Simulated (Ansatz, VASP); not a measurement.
# C in VASP and in Ansatz

```xyz
1
Lattice="-1.1562 1.1562 1.1562 1.1562 -1.1562 1.1562 1.1562 1.1562 -1.1562" Properties=species:S:1:pos:R:3 pbc="T T T"
C     0.0000    0.0000    0.0000
```

Alike in both runs: task single point; functional PBEsol; k mesh 21 × 21 × 21; occupations fermi-dirac, width 0.1 eV; no spin polarisation.

|  | VASP | Ansatz |
| --- | --- | --- |
| version | VASP 6.6.1 | Ansatz 0.2.0 |
| potentials or method | VASP PAW PBE potentials, release 64 (C), cutoff 520 eV | plane waves (420 eV) with PAW, scalar-relativistic |
| valence electrons in the cell | 4 | 4 |

```tsv
	VASP	Ansatz	Ansatz less VASP
pressure (GPa)	9.3	9.0	-0.33
```

VASP's potentials were made for PBE, not for PBEsol, and Ansatz warns of the same on its side.
